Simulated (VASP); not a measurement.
Here is a VASP 6.6.1 calculation.

INCAR

```
PREC = Accurate ; ENCUT = 600
EDIFF = 1E-7 ; ISMEAR = 0
SIGMA = 0.1 ; LREAL = False
LASPH = True ; NELM = 80
ALGO = Normal ; ISIF = 3
LWAVE = False ; LCHARG = False
GGA = PE ; IBRION = 2
NSW = 90 ; EDIFFG = -0.04
```

Contents of KPOINTS:

```
Automatic mesh
0
Gamma
  6 6 6
```

File POSCAR:

```
Sc2InAs3
1.0
    2.9452514700      1.7004417300      4.8609732700
   -2.9452514700      1.7004417300      4.8609732700
    0.0000000000     -3.4008834600      4.8609732700
Sc In As
2 1 3
Direct
    0.6222143800      0.6222143800      0.6222143800
    0.3777856200      0.3777856200      0.3777856200
    0.0000000000      0.0000000000      0.0000000000
    0.5000000000      0.0000000000      0.0000000000
    0.0000000000      0.5000000000      0.0000000000
    0.0000000000      0.0000000000      0.5000000000
```

Potentials or basis: VASP PAW PBE potentials, release 64 (Sc_sv, In_d, As).

Command:

```console
$ cat potpaw_PBE.64/Sc_sv/POTCAR potpaw_PBE.64/In_d/POTCAR potpaw_PBE.64/As/POTCAR > POTCAR
$ mpirun -np 1 vasp_std > vasp.out
```

Question: Predict the space group after relaxing (to 0.05 Å).

Answer: R-3m (No. 166).

Question: What does it give for the relaxed cell?

Answer: a = 6.056 Å, b = 6.056 Å, c = 6.056 Å, α = 53.38°, β = 53.38°, γ = 53.38°.

Question: Estimate the band gap on the k mesh.

Answer: Zero (band 25 reaches 6.61 eV, above the bottom of band 26 at 5.24 eV).

Final structure:
```
Sc In As
1.0
     2.71990    1.57034    5.17743
    -2.71990    1.57034    5.17743
     0.00000   -3.14067    5.17743
Sc In As
2 1 3
Direct
  0.60287 0.60287 0.60287
  0.39713 0.39713 0.39713
  0.00000 0.00000 0.00000
  0.50000 0.00000 0.00000
  0.00000 0.50000 0.00000
  0.00000 0.00000 0.50000
```

Caveat: spin-orbit coupling is left out, which moves the levels of the heavy elements.
